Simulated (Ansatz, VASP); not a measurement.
**PtS2 in VASP and in Ansatz**

```
Pt S
1.0
     3.54320    0.00000    0.00000
    -1.77160    3.06850    0.00000
     0.00000    0.00000    5.03880
Pt S
1 2
Direct
  0.00000 0.00000 0.00000
  0.66667 0.33333 0.77300
  0.33333 0.66667 0.22700
```

Alike in both runs: task single point; functional r2SCAN-based global hybrid with a share of 0.35 of exact exchange; k mesh 5 × 5 × 3; occupations fermi-dirac, width 0.05 eV; no spin polarisation.

|  | VASP | Ansatz |
| --- | --- | --- |
| version | VASP 6.6.1 | Ansatz 0.2.0 |
| potentials or method | VASP PAW PBE potentials, release 64 (Pt, S) | Ansatz PAW |
| plane-wave cutoff (eV) | 520 | 500 |
| valence electrons in the cell | 22 | 30 |

```csv
,VASP,Ansatz,Ansatz less VASP
gap on the k mesh at the Fermi level (eV),3.19,3.19,0.000
least direct gap on the mesh (eV),3.59,3.56,-0.027
pressure (GPa),3.8,4.3,+0.42
"traceless stress, the component that is largest in VASP (GPa)",2.46,2.43,-0.031
rms of the force components (eV/Å),0.359,0.362,+0.0029
```

VASP's potentials were made for PBE, not for r2SCAN-based global hybrid. Atom by atom the forces differ by 0.003 eV/Å (rms over components). VASP's potentials hold 22 valence electrons a cell and Ansatz's 30, so a difference there can come from the potentials and not from the codes.

Spin-orbit coupling is off throughout. Noted on Ansatz's run: odd divisions of the mesh miss points on the zone boundary, where band edges often lie, so the gap on the mesh can be too wide.
